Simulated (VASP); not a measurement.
Crystal: AgO.

```xyz
2
Lattice="0.0000 2.4080 2.4080 2.4080 0.0000 2.4080 2.4080 2.4080 0.0000" Properties=species:S:1:pos:R:3 pbc="T T T"
Ag    0.0000    0.0000    0.0000
O     3.6120    3.6120    3.6120
```

```yaml
Program: VASP 6.6.1
Task: relaxation of cell and atoms
Functional: LDA
Potentials_or_basis: VASP PAW LDA potentials, release 64 (Ag, O)
Cutoff: 600 eV
k_mesh: 16 × 16 × 16
Occupations: gaussian, width 0.1 eV
Spin: no spin polarisation
```

At the start: pressure 5.7 GPa; volume 13.96 Å³/atom.

How do energy, volume and symmetry change on relaxing?

Over 3 steps the energy falls by 10.0 meV/atom and the volume is 14.55 Å³/atom (+4.2 %); space group F-43m (No. 216, to 0.05 Å).

The path:
| step | energy change (eV) | largest force (eV/Å) | pressure (GPa) | volume (Å³) |
| --- | --- | --- | --- | --- |
| 1 | 0.0000 | 0.0000 | 5.69 | 27.93 |
| 2 | -0.0102 | 0.0000 | -3.48 | 29.98 |
| 3 | -0.0200 | 0.0000 | -0.02 | 29.10 |

Final structure:
```yaml
crystal:
  lattice:
    - [0.00000, 2.44134, 2.44134]
    - [2.44134, 0.00000, 2.44134]
    - [2.44134, 2.44134, 0.00000]
  atoms:
    - { symbol: Ag, position: [0.00000, 0.00000, 0.00000] }
    - { symbol: O, position: [0.75000, 0.75000, 0.75000] }
```

Caveat: an odd number of electrons without spin polarisation forces a metal; a magnetic or distorted state may lie lower.
